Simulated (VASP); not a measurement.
# YbC (P6_3/mmc) in VASP: single point with PBEsol

Aim: the single point of YbC with PBEsol.

All numbers are computed with VASP 6.6.1; they aren't measurements. Logs are shortened: lines on timing, memory, paths and dates and some standing lists are left out, and cuts for length are marked.

## Step 1: The cell of the first run

Symmetry: P6_3/mmc, No. 194, hexagonal system. The conventional cell has a = 3.409 Å, b = 3.409 Å, c = 6.060 Å, α = 90.00°, β = 90.00°, γ = 120.00°. Within 3.5 Å of Yb (site symmetry -3m) lie 6 C at 2.48 Å and 8 Yb at 3.03 to 3.41 Å. C (site symmetry -6m2) has 6 Yb at 2.48 Å and 12 C at 3.41 to 3.61 Å within 3.7 Å.

## Step 2: Single point, PBEsol, collinear spin (15.25 Å³/atom)

INCAR reads:

```
SYSTEM = YbC
ALGO     = Normal         ! electronic algorithm
EDIFF    = 1E-6           ! SCF threshold, eV
ENCUT    = 520            ! plane-wave cutoff, eV
GGA      = PS             ! functional
ISIF     = 2              ! what is computed and relaxed
ISMEAR   = 0              ! smearing method
ISPIN    = 2              ! spin polarisation
LASPH    = .True.         ! aspherical terms in the spheres
LCHARG   = .False.        ! write CHGCAR
LMAXMIX  = 6              ! l up to which the mixer works
LORBIT   = 11             ! projections on sites
LREAL    = .False.        ! projectors in reciprocal space
LWAVE    = .False.        ! write WAVECAR
MAGMOM   = 0.05 0.05 0 0  ! initial moments
NBANDS   = 40             ! bands
NELM     = 150            ! most SCF steps
PREC     = Accurate       ! precision mode
SIGMA    = 0.05           ! smearing width, eV
```

KPOINTS reads:

```
k-points
0
Gamma
  10 10 6
  0 0 0
```

POSCAR reads:

```
YbC
1.0
    3.4089897664      0.0000000000      0.0000000000
   -1.7044948832      2.9522717390      0.0000000000
    0.0000000000      0.0000000000      6.0599261922
Yb C
2 2
Direct
    0.0000000000      0.0000000000      0.0000000000
    0.0000000000      0.0000000000      0.5000000000
    0.3333333333      0.6666666667      0.2500000000
    0.6666666667      0.3333333333      0.7500000000
```

Potentials or basis: VASP PAW PBE potentials, release 64 (Yb, C).

Launch:

```sh
> cat potpaw_PBE.64/Yb/POTCAR potpaw_PBE.64/C/POTCAR > POTCAR
> mpirun -np 1 vasp_std > vasp.out
```

OUTCAR:

```text
SYSTEM = YbC
   EDIFF = 1E-6
   ENCUT = 520
   GGA = PS
   ISIF = 2
   ISMEAR = 0
   ISPIN = 2
   LASPH = .True.
   LORBIT = 11
   LREAL = .False.
   NELM = 150
   PREC = Accurate

 ion  position               nearest neighbor table
   1  0.000  0.000  0.000-   3 2.48   4 2.48   4 2.48   3 2.48   4 2.48   3 2.48   2 3.03   2 3.03

   2  0.000  0.000  0.500-   3 2.48   4 2.48   4 2.48   3 2.48   4 2.48   3 2.48   1 3.03   1 3.03

   3  0.333  0.667  0.250-   1 2.48   2 2.48   1 2.48   2 2.48   1 2.48   2 2.48
   4  0.667  0.333  0.750-   1 2.48   2 2.48   1 2.48   2 2.48   1 2.48   2 2.48

  LATTYP: Found a hexagonal cell.
 ALAT       =     3.4089897664
 C/A-ratio  =     1.7776310894

  Lattice vectors:

 A1 = (   3.4089897664,   0.0000000000,   0.0000000000)
 A2 = (  -1.7044948832,   2.9522717390,   0.0000000000)
 A3 = (   0.0000000000,   0.0000000000,   6.0599261922)

Analysis of symmetry for initial positions (statically):
=====================================================================
 Subroutine PRICEL returns:
 Original cell was already a primitive cell.

 Routine SETGRP: Setting up the symmetry group for a
 hexagonal supercell.

 Subroutine GETGRP returns: Found 24 space group operations
 (whereof 12 operations were pure point group operations)
 out of a pool of 24 trial point group operations.

The static configuration has the point symmetry D_3d.
 The point group associated with its full space group is D_6h.

Analysis of symmetry for dynamics (positions and initial velocities):
=====================================================================
 Subroutine PRICEL returns:
 Original cell was already a primitive cell.

 Routine SETGRP: Setting up the symmetry group for a
 hexagonal supercell.

 Subroutine GETGRP returns: Found 24 space group operations
 (whereof 12 operations were pure point group operations)
 out of a pool of 24 trial point group operations.

The dynamic configuration has the point symmetry D_3d.
 The point group associated with its full space group is D_6h.

Analysis of structural, dynamic, and magnetic symmetry:
=====================================================================
 Subroutine PRICEL returns:
 Original cell was already a primitive cell.

 Routine SETGRP: Setting up the symmetry group for a
 hexagonal supercell.

 Subroutine GETGRP returns: Found 24 space group operations
 (whereof 12 operations were pure point group operations)
 out of a pool of 24 trial point group operations.

The overall configuration has the point symmetry D_3d.
[... 134 lines left out ...]
   LRPA    =     F    only Hartree local field effects (RPA)
 spin polarized calculation
 Gauss-broadening in eV      SIGMA  =   0.05
  energy-cutoff  :      520.00
  volume of cell :       60.99
 maximum number of plane-waves:      1662
 NGX is ok and might be reduce to    28
   NGX = 13   NGY = 13   NGZ = 23

 number of electron      55.9999996 magnetization       0.0205338

 Free energy of the ion-electron system (eV)
  ---------------------------------------------------
  ext. energy  EPLUGINS =         0.00000000
  ---------------------------------------------------
  free energy    TOTEN  =       -24.90420938 eV

  energy without entropy =      -24.89319724  energy(sigma->0) =      -24.89870331

 E-fermi :   2.5109     XC(G=0): -11.8946

 val. band max:        2.5017210432   @ k =   0.1000   0.1000   0.3333
 cond. band min:       2.5126885461   @ k =   0.4000  -0.0000   0.5000
 fundamental gap:      0.0109675029
 Fermi energy:         2.5109307652

 spin component 1

 k-point     1 :       0.0000    0.0000    0.0000
  band No.  band energies     occupation
      1     -48.4454      1.00000
      2     -48.3712      1.00000
      3     -21.3741      1.00000
      4     -20.3311      1.00000
      5     -20.3311      1.00000
      6     -20.2015      1.00000
[... 1021 lines left out ...]
     39      12.3872      0.00000
     40      13.4534      0.00000

 [... further k-points ...]

 spin component 2

 k-point     1 :       0.0000    0.0000    0.0000
  band No.  band energies     occupation
      1     -48.4432      1.00000
      2     -48.3689      1.00000
      3     -21.3724      1.00000
      4     -20.3293      1.00000
      5     -20.3293      1.00000
      6     -20.1997      1.00000
[... 1021 lines left out ...]
     39      12.3893      0.00000
     40      13.4563      0.00000

 [... further k-points ...]

------------------------ aborting loop because EDIFF is reached ----------------------------------------

  FORCE on cell =-STRESS in cart. coord.  units (eV):
  Direction    XX          YY          ZZ          XY          YZ          ZX
  --------------------------------------------------------------------------------------
  -------------------------------------------------------------------------------------
  Total       -1.5919559     -1.5919559     -1.5414848      0.0000000      0.0000000      0.0000000
  in kB      -41.8207933    -41.8207933    -40.4949116      0.0000000      0.0000000      0.0000000
  external PRESSURE =     -41.3788327 kB  Pullay stress =       0.0000000 kB

 VOLUME and BASIS-vectors are now :
 -----------------------------------------------------------------------------
  energy-cutoff  :      520.00
  volume of cell :       60.99
      direct lattice vectors                 reciprocal lattice vectors
     3.408989766  0.000000000  0.000000000     0.293342036  0.169361104  0.000000000
    -1.704494883  2.952271739  0.000000000     0.000000000  0.338722207  0.000000000
     0.000000000  0.000000000  6.059926192     0.000000000  0.000000000  0.165018511

 POSITION                                       TOTAL-FORCE (eV/Angst)
 -----------------------------------------------------------------------------------
      0.00000      0.00000      0.00000         0.000000      0.000000      0.000000
      0.00000      0.00000      3.02996         0.000000      0.000000      0.000000
     -0.00000      1.96818      1.51498         0.000000     -0.000000     -0.000000
      1.70449      0.98409      4.54494        -0.000000      0.000000     -0.000000
 -----------------------------------------------------------------------------------
    total drift:                               -0.000000      0.000000      0.000000

  FREE ENERGIE OF THE ION-ELECTRON SYSTEM (eV)
  ---------------------------------------------------
  free  energy   TOTEN  =       -24.9042093838 eV

  energy  without entropy=      -24.8931972442  energy(sigma->0) =      -24.89870331

 total charge

# of ion       s       p       d       f       tot
--------------------------------------------------
    1        2.189   6.093   0.644  13.342  22.268
    2        2.189   6.093   0.644  13.342  22.268
    3        0.908   1.334   0.000   0.000   2.241
    4        0.908   1.334   0.000   0.000   2.241
--------------------------------------------------
tot          6.194  14.854   1.287  26.684  49.019

 magnetization (x)

# of ion       s       p       d       f       tot
--------------------------------------------------
    1        0.000   0.000   0.001   0.004   0.005
    2        0.000   0.000   0.001   0.004   0.005
    3        0.000   0.002   0.000   0.000   0.002
    4        0.000   0.002   0.000   0.000   0.002
--------------------------------------------------
tot          0.000   0.005   0.001   0.009   0.015
```

OSZICAR:

```text
N       E                     dE             d eps       ncg     rms          rms(c)
DAV:   1     0.410692580487E+03    0.41069E+03   -0.17830E+04 14008   0.908E+03
DAV:   2     0.522585494430E+02   -0.35843E+03   -0.33357E+03 14384   0.116E+03
[... 37 lines left out ...]
DAV:  40    -0.249042294427E+02    0.14405E-04   -0.20778E-05 12632   0.269E-01    0.788E-01
DAV:  41    -0.249042260132E+02    0.34294E-05   -0.85861E-06 12088   0.488E-02    0.484E-01
DAV:  42    -0.249042173034E+02    0.87098E-05   -0.75953E-06 13232   0.452E-02    0.273E-01
DAV:  43    -0.249042115249E+02    0.57785E-05   -0.33937E-06 10576   0.416E-02    0.172E-01
DAV:  44    -0.249042098133E+02    0.17116E-05   -0.77120E-06 11064   0.222E-02    0.147E-01
DAV:  45    -0.249042093838E+02    0.42952E-06   -0.59947E-07  6424   0.216E-02
   1 F= -.24904209E+02 E0= -.24898703E+02  d E =-.110121E-01  mag=     0.0196
```

It took 12 min on 1 thread of Intel Xeon Platinum 8488C (Sapphire Rapids), shared host; peak memory 0.36 GiB.

Results:

| Property | Result |
| --- | --- |
| Free energy | -24.9042 eV |
| Pressure | -4.1 GPa |
| Band gap on the k mesh | zero (filled and empty bands overlap) |
| Net moment | 0.02 μB per cell |
| Valence electrons inside the program's atomic spheres | Yb 22.27; C 2.24 |

Stress tensor (GPa, compression positive):
```
-4.18  0.00  0.00
 0.00 -4.18  0.00
 0.00  0.00 -4.05
```

Caveat: the cell stands under tension; the PAW data sets were made with another functional, which shifts forces and pressure a little; spin-orbit coupling is left out, which moves the levels of the heavy elements.
